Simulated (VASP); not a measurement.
# Rb (P6_3/mmc) in VASP: a series of runs

The runs below take Rb through single point, with r2SCAN.

All numbers are computed with VASP 6.6.1; they aren't measurements. Logs are shortened: lines on timing, memory, paths and dates and some standing lists are left out, and cuts for length are marked.

## Step 1: The cell of the first run

The structure is hexagonal, space group P6_3/mmc (No. 194). The conventional cell has a = 4.783 Å, b = 4.783 Å, c = 8.663 Å, α = 90.00°, β = 90.00°, γ = 120.00°.

This isn't the form of Rb at room conditions, which is bcc.

## Step 2: Single point, r2SCAN (biaxial strain in the a-b plane: -6.0 %, then relaxed in part)

POSCAR reads:

```
Rb
1.0
    4.7829145574      0.0000000000      0.0000000000
   -2.3914572787      4.1421255109      0.0000000000
    0.0000000000      0.0000000000      8.6633103764
Rb
2
Direct
    0.3333333333      0.6666666667      0.2500000000
    0.6666666667      0.3333333333      0.7500000000
```

INCAR.step1 reads:

```
PREC     = Accurate       # precision mode
ENCUT    = 520            # plane-wave cutoff, eV
ISMEAR   = 0              # smearing method
SIGMA    = 0.1            # smearing width, eV
LREAL    = False          # projectors in reciprocal space
LASPH    = True           # aspherical terms in the spheres
NELM     = 100            # most SCF steps
NBANDS   = 16             # bands
GGA      = PE             # functional
ALGO     = Normal         # electronic algorithm
EDIFF    = 1E-4           # SCF threshold, eV
LWAVE    = True           # write WAVECAR
LCHARG   = False          # write CHGCAR
```

INCAR.step2 reads:

```
PREC     = Accurate       # precision mode
ENCUT    = 520            # plane-wave cutoff, eV
EDIFF    = 1E-6           # SCF threshold, eV
ISMEAR   = 0              # smearing method
SIGMA    = 0.1            # smearing width, eV
LREAL    = False          # projectors in reciprocal space
LASPH    = True           # aspherical terms in the spheres
NELM     = 100            # most SCF steps
ALGO     = Normal         # electronic algorithm
ISIF     = 2              # what is computed and relaxed
LWAVE    = False          # write WAVECAR
LCHARG   = True           # write CHGCAR
METAGGA  = R2SCAN         # meta-GGA
LMIXTAU  = True         
LELF     = True           # ELF
LVHAR    = True         
NBANDS   = 16             # bands
ISTART   = 1
```

KPOINTS reads:

```
regular mesh
0
Gamma
  9 9 6
```

Potentials or basis: VASP PAW PBE potentials, release 64 (Rb_sv).

Launch:

```bash
$ cat potpaw_PBE.64/Rb_sv/POTCAR > POTCAR
$ cp INCAR.step1 INCAR
$ mpirun -np 1 vasp_std > vasp.out
$ cp INCAR.step2 INCAR
$ mpirun -np 1 vasp_std > vasp.out
```

OUTCAR:

```text
PREC = Accurate
   ENCUT = 520
   EDIFF = 1E-6
   ISMEAR = 0
   LREAL = False
   LASPH = True
   NELM = 100
   ISIF = 2
   METAGGA = R2SCAN
   ISTART = 1

 ion  position               nearest neighbor table
   1  0.333  0.667  0.250-   2 5.14   2 5.14   2 5.14   2 5.14   2 5.14   2 5.14
   2  0.667  0.333  0.750-   1 5.14   1 5.14   1 5.14   1 5.14   1 5.14   1 5.14

  LATTYP: Found a hexagonal cell.
 ALAT       =     4.7829145574
 C/A-ratio  =     1.8113036042

  Lattice vectors:

 A1 = (   4.7829145574,   0.0000000000,   0.0000000000)
 A2 = (  -2.3914572787,   4.1421255109,   0.0000000000)
 A3 = (   0.0000000000,   0.0000000000,   8.6633103764)

Analysis of symmetry for initial positions (statically):
=====================================================================
 Subroutine PRICEL returns:
 Original cell was already a primitive cell.

 Routine SETGRP: Setting up the symmetry group for a
 hexagonal supercell.

 Subroutine GETGRP returns: Found 24 space group operations
 (whereof 12 operations were pure point group operations)
 out of a pool of 24 trial point group operations.

The static configuration has the point symmetry D_3d.
 The point group associated with its full space group is D_6h.

Analysis of symmetry for dynamics (positions and initial velocities):
=====================================================================
 Subroutine PRICEL returns:
 Original cell was already a primitive cell.

 Routine SETGRP: Setting up the symmetry group for a
 hexagonal supercell.

 Subroutine GETGRP returns: Found 24 space group operations
 (whereof 12 operations were pure point group operations)
 out of a pool of 24 trial point group operations.

The dynamic configuration has the point symmetry D_3d.
 The point group associated with its full space group is D_6h.

 Subroutine INISYM returns: Found 24 space group operations
 (whereof 12 operations are pure point group operations),
 and found     1 'primitive' translations

----------------------------------------------------------------------------------------

                                     Primitive cell

  volume of cell :     171.6326

  direct lattice vectors                    reciprocal lattice vectors
     4.782914557  0.000000000  0.000000000     0.209077538  0.120710973  0.000000000
    -2.391457279  4.142125511  0.000000000     0.000000000  0.241421946  0.000000000
     0.000000000  0.000000000  8.663310376     0.000000000  0.000000000  0.115429317

  length of vectors
     4.782914557  4.782914557  8.663310376     0.241421946  0.241421946  0.115429317

  position of ions in fractional coordinates (direct lattice)
     0.333333333  0.666666667  0.250000000
     0.666666667  0.333333333  0.750000000

  ion indices of the primitive-cell ions
   primitive index   ion index
                 1           1
                 2           2

----------------------------------------------------------------------------------------

 KPOINTS: regular mesh

Automatic generation of k-mesh.
 Grid dimensions read from file:
 generate k-points for:    9    9    6

 Generating k-lattice:

  Cartesian coordinates                     Fractional coordinates (reciprocal lattice)
     0.023230838  0.013412330  0.000000000     0.111111111 -0.000000000  0.000000000
     0.000000000  0.026824661  0.000000000     0.000000000  0.111111111  0.000000000
     0.000000000  0.000000000  0.019238220     0.000000000  0.000000000  0.166666667

  Length of vectors
     0.026824661  0.026824661  0.019238220

  Shift w.r.t. Gamma in fractional coordinates (k-lattice)
     0.000000000  0.000000000  0.000000000

 Subroutine IBZKPT returns following result:
 ===========================================

 Found     48 irreducible k-points:

 Following reciprocal coordinates:
            Coordinates               Weight
  0.000000  0.000000  0.000000      1.000000
  0.111111  0.000000  0.000000      6.000000
  0.222222  0.000000  0.000000      6.000000
  0.333333  0.000000  0.000000      6.000000
  0.444444  0.000000  0.000000      6.000000
  0.111111  0.111111  0.000000      6.000000
[... 16 lines left out ...]
  0.333333  0.222222  0.166667     24.000000
  0.333333  0.333333  0.166667      4.000000
 [... further k-points ...]
   k-points           NKPTS =     48   k-points in BZ     NKDIM =     48   number of bands    NBANDS=     16
   number of dos      NEDOS =    301   number of ions     NIONS =      2
   total plane-waves  NPLWV =  82944
   dimension x,y,z NGX =    36 NGY =   36 NGZ =   64
   dimension x,y,z NGXF=    72 NGYF=   72 NGZF=  128
   ions per type =               2
   NGX,Y,Z   is equivalent  to a cutoff of  12.51, 12.51, 12.28 a.u.
   NGXF,Y,Z  is equivalent  to a cutoff of  25.03, 25.03, 24.56 a.u.
 SYSTEM =  unknown system
   PREC   = accura    normal or accurate (medium, high low for compatibility)
   ISTART =      1    job   : 0-new  1-cont  2-samecut
   ICHARG =      0    charge: 1-file 2-atom 10-const
   ISPIN  =      1    spin polarized calculation?
   LNONCOLLINEAR =      F non collinear calculations
   LSORBIT =      F    spin-orbit coupling
   LASPH  =      T    aspherical Exc in radial PAW
   ENCUT  =  520.0 eV  38.22 Ry    6.18 a.u.   8.89  8.89 16.11*2*pi/ulx,y,z
   NELM   =    100;   NELMIN=  2; NELMDL=  0     # of ELM steps
   EDIFF  = 0.1E-05   stopping-criterion for ELM
   LREAL  =      F    real-space projection
[... 7 lines left out ...]
   TEBEG  =    0.0;   TEEND  =   0.0 temperature during run
   PSTRESS=    0.0 pullay stress
   NELECT =      18.0000    total number of electrons
   NUPDOWN=      -1.0000    fix difference up-down
   EMIN   =  10.00;   EMAX   =-10.00  energy-range for DOS
   EFERMI =   0.00;   METHOD = LEGACY
   ISMEAR =     0;   SIGMA  =   0.10  broadening in eV -4-tet -1-fermi 0-gaus
   EFERMI_NEDOS =   21; number of points for ismear=-14 and -15
   IALGO  =     38    algorithm
   IMIX   =      4    mixing-type and parameters
     AMIX     =   0.40;   BMIX     =  1.00
     AMIX_MAG =   1.60;   BMIX_MAG =  1.00
  volume/ion in A,a.u.               =      85.82       579.12
  Fermi-wavevector in a.u.,A,eV,Ry     =   0.772027  1.458919  8.109419  0.596025
  Thomas-Fermi vector in A             =   1.873571
   LORBIT       =      0    0 simple, 1 ext, 2 COOP (PROOUT), +10 PAW based schemes
   METAGGA = R2SCAN    functional components
   LHFCALC =     F    Hartree Fock is set to
   AEXX    =    0.0000 exact exchange contribution
   IVDW    =     0    specifies the selected vdW correction
   LEPSILON=     F    determine dielectric tensor
   LRPA    =     F    only Hartree local field effects (RPA)
 non-spin polarized calculation
 Gauss-broadening in eV      SIGMA  =   0.10
  energy-cutoff  :      520.00
  volume of cell :      171.63
 maximum number of plane-waves:      4674
 NGX is ok and might be reduce to    36
   NGX = 17   NGY = 17   NGZ = 33

 number of electron      17.9999999 magnetization

 Free energy of the ion-electron system (eV)
  ---------------------------------------------------
  ext. energy  EPLUGINS =         0.00000000
  ---------------------------------------------------
  free energy    TOTEN  =       -27.80624719 eV

  energy without entropy =      -27.79788414  energy(sigma->0) =      -27.80206566

 E-fermi :   0.2141     XC(G=0):  -5.8744

 val. band max:        0.2133641730   @ k =   0.0000   0.0000   0.0000
 cond. band min:       0.2509066208   @ k =   0.3333   0.1111   0.5000
 fundamental gap:      0.0375424478
 Fermi energy:         0.2140735540

 k-point     1 :       0.0000    0.0000    0.0000
  band No.  band energies     occupation
      1     -29.8535      2.00000
      2     -29.8501      2.00000
      3     -13.4277      2.00000
      4     -13.3431      2.00000
      5     -13.3431      2.00000
      6     -13.3364      2.00000
[... 8 lines left out ...]
     15       4.6577      0.00000
     16       4.6577      0.00000

 k-point     2 :       0.1111    0.0000    0.0000
  band No.  band energies     occupation
      1     -29.8527      2.00000
      2     -29.8495      2.00000
      3     -13.4229      2.00000
      4     -13.3579      2.00000
      5     -13.3496      2.00000
      6     -13.3470      2.00000
[... 8 lines left out ...]
     15       4.4293      0.00000
     16       4.8159      0.00000

 k-point     3 :       0.2222    0.0000    0.0000
  band No.  band energies     occupation
      1     -29.8507      2.00000
      2     -29.8481      2.00000
      3     -13.4101      2.00000
      4     -13.3953      2.00000
      5     -13.3866      2.00000
      6     -13.3567      2.00000
[... 8 lines left out ...]
     15       4.2868      0.00000
     16       4.7541      0.00000

 k-point     4 :       0.3333    0.0000    0.0000
  band No.  band energies     occupation
      1     -29.8484      2.00000
      2     -29.8465      2.00000
      3     -13.4379      2.00000
      4     -13.4273      2.00000
      5     -13.3935      2.00000
      6     -13.3675      2.00000
[... 8 lines left out ...]
     15       4.4903      0.00000
     16       4.7100      0.00000
[... 324 lines left out ...]
 k-point    22 :       0.2222    0.2222    0.1667
  band No.  band energies     occupation
      1     -29.8472      2.00000
      2     -29.8459      2.00000
      3     -13.4376      2.00000
      4     -13.4352      2.00000
      5     -13.3855      2.00000
      6     -13.3823      2.00000
[... 8 lines left out ...]
     15       3.2866      0.00000
     16       4.8146      0.00000

 k-point    23 :       0.3333    0.2222    0.1667
  band No.  band energies     occupation
      1     -29.8459      2.00000
      2     -29.8453      2.00000
      3     -13.4496      2.00000
      4     -13.4410      2.00000
      5     -13.4036      2.00000
      6     -13.3923      2.00000
[... 8 lines left out ...]
     15       3.1371      0.00000
     16       4.5162      0.00000

 k-point    24 :       0.3333    0.3333    0.1667
  band No.  band energies     occupation
      1     -29.8453      2.00000
      2     -29.8453      2.00000
      3     -13.4344      2.00000
      4     -13.4274      2.00000
      5     -13.4274      2.00000
      6     -13.4152      2.00000
[... 8 lines left out ...]
     15       3.1969      0.00000
     16       4.6454      0.00000

 [... further k-points ...]

------------------------ aborting loop because EDIFF is reached ----------------------------------------

  FORCE on cell =-STRESS in cart. coord.  units (eV):
  Direction    XX          YY          ZZ          XY          YZ          ZX
  --------------------------------------------------------------------------------------
  -------------------------------------------------------------------------------------
  Total        0.5529015      0.5529015      0.0057101     -0.0000000      0.0000000     -0.0000000
  in kB        5.1612939      5.1612939      0.0533033     -0.0000000      0.0000000     -0.0000000
  external PRESSURE =       3.4586304 kB  Pullay stress =       0.0000000 kB

 VOLUME and BASIS-vectors are now :
 -----------------------------------------------------------------------------
  energy-cutoff  :      520.00
  volume of cell :      171.63
      direct lattice vectors                 reciprocal lattice vectors
     4.782914557  0.000000000  0.000000000     0.209077538  0.120710973  0.000000000
    -2.391457279  4.142125511  0.000000000     0.000000000  0.241421946  0.000000000
     0.000000000  0.000000000  8.663310376     0.000000000  0.000000000  0.115429317

 POSITION                                       TOTAL-FORCE (eV/Angst)
 -----------------------------------------------------------------------------------
     -0.00000      2.76142      2.16583         0.000000      0.000000      0.000000
      2.39146      1.38071      6.49748        -0.000000     -0.000000      0.000000
 -----------------------------------------------------------------------------------
    total drift:                                0.000000     -0.000000      0.000000

  FREE ENERGIE OF THE ION-ELECTRON SYSTEM (eV)
  ---------------------------------------------------
  free  energy   TOTEN  =       -27.8062471890 eV

  energy  without entropy=      -27.7978841387  energy(sigma->0) =      -27.80206566
```

It took 11 min on 1 thread of Oxide Virtual Turin-like, shared host; peak memory 0.32 GiB.

What came out:

```yaml
Free_energy: -27.8062 eV
Pressure: 0.3 GPa
Band_gap_on_the_k_mesh: zero (bands 9 and 10 overlap by 2.68 eV)
```

Levels at points of the mesh, in eV from the Fermi level:
| k point | band 7 | band 8 | band 9 | band 10 | band 11 | band 12 |
| --- | --- | --- | --- | --- | --- | --- |
| (0.00, 0.00, 0.00) | -13.55 | -13.55 | -2.17 | 0.00 | 0.27 | 3.48 |
| (0.00, 0.00, 0.50) | -13.55 | -13.55 | -1.52 | -1.52 | 2.13 | 2.13 |

Caveat: the cell differs from its parent crystal (biaxial strain in the a-b plane: -6.0 %, then relaxed in part); the PAW data sets were made with another functional, which shifts forces and pressure a little.

## Step 3: Single point, r2SCAN (biaxial strain in the a-b plane: -6.0 %)

Changes to POSCAR since step 2:

```diff
@@ -4,3 +4,3 @@
    -2.3914572787      4.1421255109      0.0000000000
-    0.0000000000      0.0000000000      8.6633103764
+    0.0000000000      0.0000000000      8.7459720673
 Rb
```

INCAR.step1 reads:

```
SYSTEM = Rb
ALGO = Normal ; EDIFF = 1E-4
ENCUT = 520 ; GGA = PE
ISMEAR = 0 ; LASPH = .True.
LCHARG = .False. ; LREAL = .False.
LWAVE = .True. ; NBANDS = 16
NELM = 60 ; PREC = Accurate
SIGMA = 0.1
```

INCAR.step2 reads:

```
SYSTEM = Rb
ALGO = Normal ; EDIFF = 1E-6
ENCUT = 520 ; ISIF = 2
ISMEAR = 0 ; ISTART = 1
LASPH = .True. ; LCHARG = .False.
LMIXTAU = .True. ; LREAL = .False.
LWAVE = .False. ; METAGGA = R2SCAN
NBANDS = 16 ; NELM = 60
PREC = Accurate ; SIGMA = 0.1
```

KPOINTS reads:

```
k-points
0
Gamma
  9 9 6
  0 0 0
```

Potentials or basis: VASP PAW PBE potentials, release 64 (Rb_sv).

Launch:

```bash
$ cat potpaw_PBE.64/Rb_sv/POTCAR > POTCAR
$ cp INCAR.step1 INCAR
$ mpirun -np 1 vasp_std > vasp.out
$ cp INCAR.step2 INCAR
$ mpirun -np 1 vasp_std > vasp.out
```

It took 9.2 min on 1 thread of Oxide Virtual Turin-like, shared host; peak memory 0.34 GiB.

The run converged. Its results:

```
Free energy            : -27.8059 eV
Pressure               : 0.3 GPa
Band gap on the k mesh : zero (bands 9 and 10 overlap by 2.69 eV)
```

Stress tensor (GPa, compression positive):
```
 0.50  0.00  0.00
 0.00  0.50  0.00
 0.00  0.00 -0.07
```

Levels at points of the mesh, in eV from the Fermi level:
```
           k point  band 5  band 6  band 7  band 8  band 9  band 10  band 11  band 12  band 13  band 14
(0.00, 0.00, 0.00)  -13.56  -13.56  -13.56  -13.56   -2.16    -0.02     0.24     3.42     4.11     4.11
(0.00, 0.00, 0.50)  -13.56  -13.56  -13.56  -13.56   -1.52    -1.52     2.09     2.09     4.18     4.18
```

Caveat: the cell differs from its parent crystal (biaxial strain in the a-b plane: -6.0 %); the PAW data sets were made with another functional, which shifts forces and pressure a little.

The gap in the log of VASP goes by the Fermi energy; the results here count the filled bands.